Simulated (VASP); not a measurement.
## AlIn2: single point with PBE

The system is AlIn2.

```
Al In
1.0
    -3.57964    3.57964    2.83827
     3.57964   -3.57964    2.83827
     3.57964    3.57964   -2.83827
Al In
2 4
Direct
  0.75000 0.75000 0.00000
  0.25000 0.25000 0.00000
  0.65965 0.15965 0.81929
  0.15965 0.34035 0.50000
  0.84035 0.65965 0.50000
  0.34035 0.84035 0.18071
```

| Property | Result |
| --- | --- |
| Program | VASP 6.6.1 |
| Task | single point |
| Functional | PBE |
| Potentials or basis | VASP PAW PBE potentials, release 64 (Al, In_d) |
| Cutoff | 520 eV |
| k mesh | 4 × 4 × 4 |
| Occupations | gaussian, width 0.1 eV |
| Spin | no spin polarisation |

* Pressure: -0.1 GPa
* Largest force: 0.013 eV/Å
* Band gap on the k mesh: zero (band 29 reaches 8.48 eV, above the bottom of band 30 at 5.75 eV)

Forces on the atoms (eV/Å):
```
Al   0.000  0.000  0.000
Al   0.000  0.000  0.000
In  -0.009 -0.009  0.000
In   0.009 -0.009  0.000
In  -0.009  0.009  0.000
In   0.009  0.009  0.000
```

Stress tensor (GPa, compression positive):
```
-0.11  0.00  0.00
 0.00 -0.11  0.00
 0.00  0.00  0.04
```

Levels at points of the mesh, in eV from the Fermi level:
```csv
k point,band 27,band 28,band 29,band 30,band 31,band 32
"(0.00, 0.00, 0.00)",-1.94,-1.83,-1.83,-1.46,-1.46,-0.92
"(0.50, 0.00, 0.00)",-1.34,-1.34,1.27,1.27,1.37,1.37
"(0.50, 0.50, 0.00)",-2.47,-2.38,-1.37,-1.35,2.01,2.56
"(0.50, 0.50, 0.50)",0.34,1.07,1.07,1.44,1.64,1.64
```

It took 83 s on 1 thread of Intel(R) Xeon(R) Platinum 8375C CPU @ 2.90GHz (Ice Lake), with other jobs on the host, peak memory 0.33 GiB.

Caveat: spin-orbit coupling is left out, which moves the levels of the heavy elements.
